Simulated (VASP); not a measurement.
# SiNi (WC type) (P-6m2) in VASP: a series of runs, part 2 of 2

VASP 6.6.1. The steps go on from the part before.

## (3) Single point, PBE (9.43 Å³/atom)

INCAR

```
PREC     = Accurate       # precision mode
ENCUT    = 520            # plane-wave cutoff, eV
EDIFF    = 1E-6           # SCF threshold, eV
ISMEAR   = -1             # smearing method
SIGMA    = 0.1            # smearing width, eV
LREAL    = F              # projectors in reciprocal space
LASPH    = T              # aspherical terms in the spheres
NELM     = 60             # most SCF steps
ALGO     = Normal         # electronic algorithm
ISIF     = 2              # what is computed and relaxed
LWAVE    = F              # write WAVECAR
LCHARG   = T              # write CHGCAR
GGA      = PE             # functional
LELF     = T              # ELF
LVHAR    = T            
NBANDS   = 14             # bands
```

KPOINTS

```
regular mesh
0
Gamma
  14 14 13
```

POSCAR

```
SiNi
1.0
    3.0072024081      0.0000000000      0.0000000000
   -1.5036012040      2.6043136797      0.0000000000
    0.0000000000      0.0000000000      2.4074830752
Ni Si
1 1
Direct
    0.0000000000      0.0000000000      0.0000000000
    0.3333333333      0.6666666667      0.5000000000
```

Potentials or basis: VASP PAW PBE potentials, release 64 (Ni, Si).

Launch:

```sh
cat potpaw_PBE.64/Ni/POTCAR potpaw_PBE.64/Si/POTCAR > POTCAR
mpirun -np 1 vasp_std > vasp.out
```

OUTCAR:

```text
PREC = Accurate
   ENCUT = 520
   EDIFF = 1E-6
   ISMEAR = -1
   LREAL = F
   LASPH = T
   NELM = 60
   ISIF = 2
   GGA = PE

 ion  position               nearest neighbor table
   1  0.000  0.000  0.000-   2 2.11   2 2.11   2 2.11   2 2.11   2 2.11   2 2.11
   2  0.333  0.667  0.500-   1 2.11   1 2.11   1 2.11   1 2.11   1 2.11   1 2.11

  LATTYP: Found a hexagonal cell.
 ALAT       =     3.0072024081
 C/A-ratio  =     0.8005723422

  Lattice vectors:

 A1 = (   3.0072024081,   0.0000000000,   0.0000000000)
 A2 = (  -1.5036012040,   2.6043136797,   0.0000000000)
 A3 = (   0.0000000000,   0.0000000000,   2.4074830752)

Analysis of symmetry for initial positions (statically):
=====================================================================
 Subroutine PRICEL returns:
 Original cell was already a primitive cell.

 Routine SETGRP: Setting up the symmetry group for a
 hexagonal supercell.

 Subroutine GETGRP returns: Found 12 space group operations
 (whereof 12 operations were pure point group operations)
 out of a pool of 24 trial point group operations.

The static configuration has the point symmetry D_3h.

[... 173 lines left out ...]
      5      11.6112      2.00000
      6      11.6112      2.00000
      7      19.1084      0.00000
      8      19.1084      0.00000
      9      20.9148      0.00000
     10      22.4414      0.00000
     11      22.4791      0.00000
     12      22.4791      0.00000
     13      28.5176      0.00000
     14      32.3367      0.00000
[... 377 lines left out ...]
      1       3.6944      2.00000
      2       6.2800      2.00000
      3       7.4606      2.00000
      4      11.1547      2.00000
      5      11.2092      2.00000
      6      11.2720      2.00000
      7      11.4048      2.00000
      8      12.4685      2.00000
      9      25.2830      0.00000
     10      27.1692      0.00000
     11      27.4972      0.00000
     12      28.4050      0.00000
     13      30.3818      0.00000
     14      32.9330      0.00000

 [... further k-points ...]

------------------------ aborting loop because EDIFF is reached ----------------------------------------

  FORCE on cell =-STRESS in cart. coord.  units (eV):
  Direction    XX          YY          ZZ          XY          YZ          ZX
  --------------------------------------------------------------------------------------
  -------------------------------------------------------------------------------------
  Total       11.9079013     11.9079013     11.9341377      0.0000000     -0.0000000      0.0000000
  in kB     1011.8744131   1011.8744131   1014.1038478      0.0000000     -0.0000000      0.0000000
  external PRESSURE =    1012.6175580 kB  Pullay stress =       0.0000000 kB

 VOLUME and BASIS-vectors are now :
 -----------------------------------------------------------------------------
  energy-cutoff  :      520.00
  volume of cell :       18.85
      direct lattice vectors                 reciprocal lattice vectors
     3.007202408  0.000000000  0.000000000     0.332534982  0.191989162  0.000000000
    -1.503601204  2.604313680  0.000000000     0.000000000  0.383978323  0.000000000
     0.000000000  0.000000000  2.407483075     0.000000000  0.000000000  0.415371560

 POSITION                                       TOTAL-FORCE (eV/Angst)
 -----------------------------------------------------------------------------------
      0.00000      0.00000      0.00000         0.000000     -0.000000      0.000000
     -0.00000      1.73621      1.20374        -0.000000      0.000000      0.000000
 -----------------------------------------------------------------------------------
    total drift:                                0.000000     -0.000000      0.000000

  FREE ENERGIE OF THE ION-ELECTRON SYSTEM (eV)
  ---------------------------------------------------
  free  energy   TOTEN  =        -9.9428420980 eV

  energy  without entropy=       -9.9259635649  energy(sigma->0) =       -9.93440283
```

OSZICAR:

```text
N       E                     dE             d eps       ncg     rms          rms(c)
DAV:   1     0.529703832531E+02    0.52970E+02   -0.62780E+03  4832   0.120E+03
DAV:   2    -0.926262702154E+01   -0.62233E+02   -0.56147E+02  5160   0.213E+02
DAV:   3    -0.115939905054E+02   -0.23314E+01   -0.23120E+01  5670   0.443E+01
DAV:   4    -0.116191751302E+02   -0.25185E-01   -0.25177E-01  5436   0.438E+00
DAV:   5    -0.116197153690E+02   -0.54024E-03   -0.54023E-03  5744   0.666E-01    0.177E+01
DAV:   6    -0.121264324456E+02   -0.50672E+00   -0.26011E+01  5322   0.992E+01    0.126E+01
DAV:   7    -0.999529731984E+01    0.21311E+01   -0.88650E+00  5562   0.613E+01    0.432E+00
DAV:   8    -0.996045692811E+01    0.34840E-01   -0.14327E-01  5346   0.309E+00    0.168E+00
DAV:   9    -0.994277552468E+01    0.17681E-01   -0.44947E-02  5968   0.397E+00    0.239E-01
DAV:  10    -0.994284186169E+01   -0.66337E-04   -0.16078E-03  5058   0.339E-01    0.801E-02
DAV:  11    -0.994284402304E+01   -0.21613E-05   -0.34582E-05  6540   0.599E-02    0.203E-02
DAV:  12    -0.994284216016E+01    0.18629E-05   -0.19856E-06  4044   0.197E-02    0.715E-03
DAV:  13    -0.994284209797E+01    0.62195E-07   -0.35546E-07  2712   0.104E-02
   1 F= -.99428421E+01 E0= -.99344028E+01  d E =-.168785E-01
```

stdout:

```text
POSCAR found type information on POSCAR NiSi
 POSCAR found :  2 types and       2 ions
 scaLAPACK will be used
 LDA part: xc-table for (Slater+PW92), standard interpolation
 POSCAR, INCAR and KPOINTS ok, starting setup
 FFT: planning ... GRIDC
 FFT: planning ... GRID_SOFT
 FFT: planning ... GRID
 WAVECAR not read
 entering main loop
```

It took 16 s on 1 thread of Intel Xeon Platinum 8488C (Sapphire Rapids), shared host; peak memory 0.16 GiB.

Results:

- Free energy: -9.9428 eV
- Pressure: 101.3 GPa
- Band gap on the k mesh: zero (bands 7 and 8 overlap by 6.90 eV)

Levels at points of the mesh, in eV from the Fermi level:
```csv
k point,band 3,band 4,band 5,band 6,band 7,band 8,band 9,band 10,band 11,band 12
"(0.00, 0.00, 0.00)",-5.12,-5.12,-2.92,-2.92,4.58,4.58,6.38,7.91,7.95,7.95
"(0.50, 0.00, 0.00)",-5.66,-3.49,-3.45,-3.06,-2.59,-0.44,6.12,12.07,12.39,15.32
```

Caveat: the cell stands under pressure.

## (4) Single point, PBE

This run uses another cell than the first one, of 10.47 Å³/atom.

INCAR

```
SYSTEM = SiNi
PREC = Accurate ; ENCUT = 520
EDIFF = 1E-6 ; ISMEAR = -1
SIGMA = 0.1 ; LREAL = .FALSE.
LASPH = .TRUE. ; NELM = 100
ALGO = Normal ; ISIF = 2
LWAVE = .FALSE. ; LCHARG = .FALSE.
GGA = PE ; NBANDS = 14
```

KPOINTS

```
Automatic mesh
0
G
  14 14 13
  0 0 0
```

POSCAR

```
SiNi
1.0
    3.1569708080      0.0000000000      0.0000000000
   -1.5784854040      2.7340169188      0.0000000000
    0.0000000000      0.0000000000      2.4271964156
Ni Si
1 1
Direct
    0.0000000000      0.0000000000      0.0000000000
    0.3333333333      0.6666666667      0.5000000000
```

Launch:

```sh
cat potpaw_PBE.64/Ni/POTCAR potpaw_PBE.64/Si/POTCAR > POTCAR
mpirun -np 1 vasp_std > vasp.out
```

Wall time 16 s (1 thread of Intel Xeon Platinum 8488C (Sapphire Rapids), shared host); peak memory 0.17 GiB.

Results (log left out):

- Free energy: -10.9393 eV
- Pressure: 54.8 GPa
- Band gap on the k mesh: zero (bands 7 and 8 overlap by 5.95 eV)

Stress tensor (GPa, compression positive):
```
54.67  0.00  0.00
 0.00 54.67  0.00
 0.00  0.00 55.11
```

Levels at points of the mesh, in eV from the Fermi level:
```csv
k point,band 3,band 4,band 5,band 6,band 7,band 8,band 9,band 10,band 11,band 12
"(0.00, 0.00, 0.00)",-4.52,-4.52,-2.36,-2.36,3.89,3.89,6.06,7.36,7.36,8.58
"(0.50, 0.00, 0.00)",-4.82,-3.09,-2.76,-2.46,-2.38,-0.56,5.60,12.01,12.25,15.63
```

Caveat: the cell stands under pressure.
